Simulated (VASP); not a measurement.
# Pt (Fm-3m) in VASP: a series of runs

Aim: see how the results for Pt move with the level of theory and the settings. Levels: revPBE+D3(BJ), RPBE. Tasks: relaxation of cell and atoms.

All numbers are computed with VASP 6.6.1; they aren't measurements. Logs are shortened: lines on timing, memory, paths and dates and some standing lists are left out, and cuts for length are marked.

### 1 The cell of the first run

The structure is cubic, space group Fm-3m (No. 225). The conventional cell has a = 3.922 Å, b = 3.922 Å, c = 3.922 Å, α = 90.00°, β = 90.00°, γ = 90.00°. Within 3.7 Å of Pt (site symmetry m-3m) lie 12 Pt at 2.77 Å.

### 2 Relaxation of cell and atoms, revPBE+D3(BJ)

INCAR

```
SYSTEM = Pt
ALGO = Normal ; EDIFF = 1E-7
EDIFFG = -0.01 ; ENCUT = 500
GGA = RE ; GGA_COMPAT = .FALSE.
IBRION = 2 ; ISIF = 3
ISMEAR = -1 ; IVDW = 12
LASPH = .TRUE. ; LCHARG = .FALSE.
LREAL = .FALSE. ; LWAVE = .FALSE.
NELM = 120 ; NELMIN = 4
NSW = 60 ; PREC = Accurate
SIGMA = 0.1
```

KPOINTS

```
k-points
0
G
  12 12 12
  0 0 0
```

POSCAR

```
Pt
1.0
    0.0000000000      1.9609000000      1.9609000000
    1.9609000000      0.0000000000      1.9609000000
    1.9609000000      1.9609000000      0.0000000000
Pt
1
Direct
    0.0000000000      0.0000000000      0.0000000000
```

Potentials or basis: VASP PAW PBE potentials, release 64 (Pt).

Run with:

```
$ cat potpaw_PBE.64/Pt/POTCAR > POTCAR
$ mpirun -np 1 vasp_std > vasp.out
```

OUTCAR:

```text
SYSTEM = Pt
   EDIFF = 1E-7
   EDIFFG = -0.01
   ENCUT = 500
   GGA = RE
   IBRION = 2
   ISIF = 3
   ISMEAR = -1
   IVDW = 12
   LASPH = .TRUE.
   LREAL = .FALSE.
   NELM = 120
   NELMIN = 4
   NSW = 60
   PREC = Accurate
 IVDW          = 12

 ion  position               nearest neighbor table
   1  0.000  0.000  0.000-

  LATTYP: Found a face centered cubic cell.
 ALAT       =     3.9218000000

  Lattice vectors:

 A1 = (   0.0000000000,   1.9609000000,   1.9609000000)
 A2 = (   1.9609000000,   0.0000000000,   1.9609000000)
 A3 = (   1.9609000000,   1.9609000000,   0.0000000000)

Analysis of symmetry for initial positions (statically):
=====================================================================
 Subroutine PRICEL returns:
 Original cell was already a primitive cell.

 Routine SETGRP: Setting up the symmetry group for a
 face centered cubic supercell.

 Subroutine GETGRP returns: Found 48 space group operations
 (whereof 48 operations were pure point group operations)
 out of a pool of 48 trial point group operations.

The static configuration has the point symmetry O_h .

Analysis of symmetry for dynamics (positions and initial velocities):
=====================================================================
 Subroutine PRICEL returns:
 Original cell was already a primitive cell.

 Routine SETGRP: Setting up the symmetry group for a
 face centered cubic supercell.

 Subroutine GETGRP returns: Found 48 space group operations
 (whereof 48 operations were pure point group operations)
 out of a pool of 48 trial point group operations.

The dynamic configuration has the point symmetry O_h .

 Subroutine INISYM returns: Found 48 space group operations
 (whereof 48 operations are pure point group operations),
 and found     1 'primitive' translations

----------------------------------------------------------------------------------------

                                     Primitive cell

  volume of cell :      15.0798

  direct lattice vectors                    reciprocal lattice vectors
     0.000000000  1.960900000  1.960900000    -0.254984956  0.254984956  0.254984956
     1.960900000  0.000000000  1.960900000     0.254984956 -0.254984956  0.254984956
     1.960900000  1.960900000  0.000000000     0.254984956  0.254984956 -0.254984956

  length of vectors
     2.773131374  2.773131374  2.773131374     0.441646899  0.441646899  0.441646899

  position of ions in fractional coordinates (direct lattice)
     0.000000000  0.000000000  0.000000000

  ion indices of the primitive-cell ions
   primitive index   ion index
                 1           1

----------------------------------------------------------------------------------------

 KPOINTS: k-points

Automatic generation of k-mesh.
 Grid dimensions read from file:
 generate k-points for:   12   12   12

 Generating k-lattice:

  Cartesian coordinates                     Fractional coordinates (reciprocal lattice)
    -0.021248746  0.021248746  0.021248746     0.083333333  0.000000000  0.000000000
     0.021248746 -0.021248746  0.021248746     0.000000000  0.083333333  0.000000000
     0.021248746  0.021248746 -0.021248746     0.000000000  0.000000000  0.083333333

  Length of vectors
     0.036803908  0.036803908  0.036803908

  Shift w.r.t. Gamma in fractional coordinates (k-lattice)
     0.000000000  0.000000000  0.000000000

 Subroutine IBZKPT returns following result:
 ===========================================

 Found     72 irreducible k-points:

 Following reciprocal coordinates:
            Coordinates               Weight
  0.000000  0.000000  0.000000      1.000000
  0.083333  0.000000  0.000000      8.000000
  0.166667  0.000000  0.000000      8.000000
  0.250000  0.000000  0.000000      8.000000
  0.333333  0.000000  0.000000      8.000000
  0.416667  0.000000  0.000000      8.000000
[... 16 lines left out ...]
  0.500000  0.166667  0.000000     24.000000
 -0.416667  0.166667  0.000000     24.000000
 [... further k-points ...]
   k-points           NKPTS =     72   k-points in BZ     NKDIM =     72   number of bands    NBANDS=      9
   number of dos      NEDOS =    301   number of ions     NIONS =      1
   total plane-waves  NPLWV =   8000
   dimension x,y,z NGX =    20 NGY =   20 NGZ =   20
   dimension x,y,z NGXF=    40 NGYF=   40 NGZF=   40
   ions per type =               1
   NGX,Y,Z   is equivalent  to a cutoff of  11.99, 11.99, 11.99 a.u.
   NGXF,Y,Z  is equivalent  to a cutoff of  23.98, 23.98, 23.98 a.u.
 SYSTEM =  Pt
   PREC   = accura    normal or accurate (medium, high low for compatibility)
   ISTART =      0    job   : 0-new  1-cont  2-samecut
   ICHARG =      2    charge: 1-file 2-atom 10-const
   ISPIN  =      1    spin polarized calculation?
   LNONCOLLINEAR =      F non collinear calculations
   LSORBIT =      F    spin-orbit coupling
   LASPH  =      T    aspherical Exc in radial PAW
   ENCUT  =  500.0 eV  36.75 Ry    6.06 a.u.   5.06  5.06  5.06*2*pi/ulx,y,z
   NELM   =    120;   NELMIN=  4; NELMDL= -5     # of ELM steps
   EDIFF  = 0.1E-06   stopping-criterion for ELM
   LREAL  =      F    real-space projection
   EDIFFG = -.1E-01   stopping-criterion for IOM
   NSW    =     60    number of steps for IOM
   IBRION =      2    ionic relax: 0-MD 1-quasi-New 2-CG
   NFREE  =      1    steps in history (QN), initial steepest desc. (CG)
   ISIF   =      3    stress and relaxation
   ISYM   =      2    0-nonsym 1-usesym 2-fastsym
   POTIM  = 0.5000    time-step for ionic-motion
   TEBEG  =    0.0;   TEEND  =   0.0 temperature during run
   PSTRESS=    0.0 pullay stress
   NELECT =      10.0000    total number of electrons
   NUPDOWN=      -1.0000    fix difference up-down
   EMIN   =  10.00;   EMAX   =-10.00  energy-range for DOS
   EFERMI =   0.00;   METHOD = LEGACY
   ISMEAR =    -1;   SIGMA  =   0.10  broadening in eV -4-tet -1-fermi 0-gaus
   EFERMI_NEDOS =   21; number of points for ismear=-14 and -15
   IALGO  =     38    algorithm
   IMIX   =      4    mixing-type and parameters
     AMIX     =   0.40;   BMIX     =  1.00
     AMIX_MAG =   1.60;   BMIX_MAG =  1.00
  volume/ion in A,a.u.               =      15.08       101.76
  Fermi-wavevector in a.u.,A,eV,Ry     =   1.427609  2.697791 27.729605  2.038068
  Thomas-Fermi vector in A             =   2.547760
   LORBIT       =      0    0 simple, 1 ext, 2 COOP (PROOUT), +10 PAW based schemes
   GGA     = RE    functional components
   LHFCALC =     F    Hartree Fock is set to
   AEXX    =    0.0000 exact exchange contribution
   IVDW    =    12    specifies the selected vdW correction
   LEPSILON=     F    determine dielectric tensor
   LRPA    =     F    only Hartree local field effects (RPA)
 conjugate gradient relaxation of ions
 non-spin polarized calculation
  energy-cutoff  :      500.00
  volume of cell :       15.08
 maximum number of plane-waves:       392
   NGX = 11   NGY = 11   NGZ = 11

--------------------------------------- Ionic step        1  -------------------------------------------

 number of electron      10.0000001 magnetization

 Free energy of the ion-electron system (eV)
  ---------------------------------------------------
  ext. energy  EPLUGINS =         0.00000000
  ---------------------------------------------------
  free energy    TOTEN  =        -5.58143447 eV

  energy without entropy =       -5.53015318  energy(sigma->0) =       -5.55579383

------------------------ aborting loop because EDIFF is reached ----------------------------------------

 Edisp (eV)   -1.47016

 E8    (eV) :    -1.0522

  FORCE on cell =-STRESS in cart. coord.  units (eV):
  Direction    XX          YY          ZZ          XY          YZ          ZX
  --------------------------------------------------------------------------------------
  -------------------------------------------------------------------------------------
  Total      -0.32055    -0.32055    -0.32055     0.00000    -0.00000    -0.00000
  in kB     -34.05738   -34.05738   -34.05738     0.00000    -0.00000    -0.00000
  external pressure =      -34.06 kB  Pullay stress =        0.00 kB
[... 59 lines left out ...]
  energy  without entropy=       -6.9885642816  energy(sigma->0) =       -7.01279411

--------------------------------------- Ionic step        3  -------------------------------------------

 number of electron      10.0000000 magnetization

 Free energy of the ion-electron system (eV)
  ---------------------------------------------------
  ext. energy  EPLUGINS =         0.00000000
  ---------------------------------------------------
  free energy    TOTEN  =        -5.56456357 eV

  energy without entropy =       -5.51402589  energy(sigma->0) =       -5.53929473

 E-fermi :  11.5933     XC(G=0): -13.5243

 val. band max:       11.5932024255   @ k =   0.4167   0.4167   0.0000
 cond. band min:      11.5987544168   @ k =   0.4167   0.2500   0.0000
 fundamental gap:      0.0055519913
 Fermi energy:        11.5933394980

 k-point     1 :       0.0000    0.0000    0.0000
  band No.  band energies     occupation
      1       1.2277      2.00000
      2       7.7088      2.00000
      3       7.7088      2.00000
      4       7.7088      2.00000
      5       9.9010      2.00000
      6       9.9010      2.00000
      7      26.1454      0.00000
      8      31.1965      0.00000
      9      31.1965      0.00000
[... 265 lines left out ...]
 k-point    24 :      -0.4167    0.1667    0.0000
  band No.  band energies     occupation
      1       4.9498      2.00000
      2       7.0482      2.00000
      3       8.3329      2.00000
      4       8.6307      2.00000
      5      11.2658      1.92715
      6      14.6293      0.00000
      7      17.6977      0.00000
      8      26.4344      0.00000
      9      28.5424      0.00000

 [... further k-points ...]

------------------------ aborting loop because EDIFF is reached ----------------------------------------

 Edisp (eV)   -1.48903

 E8    (eV) :    -1.0658

  FORCE on cell =-STRESS in cart. coord.  units (eV):
  Direction    XX          YY          ZZ          XY          YZ          ZX
  --------------------------------------------------------------------------------------
  -------------------------------------------------------------------------------------
  Total      -0.00274    -0.00274    -0.00274     0.00000     0.00000     0.00000
  in kB      -0.29497    -0.29497    -0.29497     0.00000     0.00000     0.00000
  external pressure =       -0.29 kB  Pullay stress =        0.00 kB
[... 16 lines left out ...]
  FREE ENERGIE OF THE ION-ELECTRON SYSTEM (eV)
  ---------------------------------------------------
  free  energy   TOTEN  =        -7.0535918990 eV

  energy  without entropy=       -7.0030542221  energy(sigma->0) =       -7.02832306

 reached required accuracy - stopping structural energy minimisation
```

Wall time 19 s (1 thread of Intel Xeon Platinum 8488C (Sapphire Rapids), shared host); peak memory 0.14 GiB.

What came out:

```yaml
Free_energy: -7.0536 eV
Relaxed_volume: 14.90 Å³/atom
Relaxed_cell: a = 2.762 Å, b = 2.762 Å, c = 2.762 Å, α = 60.00°, β = 60.00°, γ = 60.00°
Space_group_after_relaxing_to_0.1_Å: Fm-3m (No. 225)
Energy_gained_by_relaxing: 2.0 meV/atom
Ionic_steps: 3
Pressure_after_relaxing: 0.0 GPa
Band_gap_on_the_k_mesh: zero (bands 5 and 6 overlap by 2.29 eV)
Dispersion_energy_per_atom: -1.489 eV
```

Step by step:
```csv
step,energy change (eV),largest force (eV/Å),pressure (GPa),volume (Å³)
1,0.0000,0.0000,-3.41,15.08
2,0.0146,0.0000,10.94,14.39
3,-0.0020,0.0000,-0.03,14.90
```

Final structure:
```
CELL_PARAMETERS angstrom
0.00000 1.95298 1.95298
1.95298 0.00000 1.95298
1.95298 1.95298 0.00000
ATOMIC_POSITIONS crystal
Pt 0.00000 0.00000 0.00000
```

Caveat: the PAW data sets were made with another functional, which shifts forces and pressure a little; spin-orbit coupling is left out, which moves the levels of the heavy elements.

[end of part 1 of 2]
